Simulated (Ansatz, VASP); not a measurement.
**InP in VASP and in Ansatz**

```
CELL_PARAMETERS angstrom
0.00000 2.95381 2.95381
2.95381 0.00000 2.95381
2.95381 2.95381 0.00000
ATOMIC_POSITIONS crystal
In 0.00000 0.00000 0.00000
P 0.25000 0.25000 0.25000
```

Alike in both runs: task single point; functional PBE0; k mesh 6 × 6 × 6; no spin polarisation.

```csv
,VASP,Ansatz
version,VASP 6.6.1,Ansatz 0.2.0
potentials or method,"VASP PAW PBE potentials, release 64 (In_d, P)","plane waves, PAW"
plane-wave cutoff (eV),520,420
occupations,"gaussian, width 0.01 eV",fixed
valence electrons in the cell,18,18
```

```csv
,VASP,Ansatz,Ansatz less VASP
gap on the k mesh at the Fermi level (eV),1.99,1.96,-0.026
pressure (GPa),-0.6,-0.4,+0.16
```

Ansatz's warnings: stress exchange threshold loose, stress scf threshold loose.
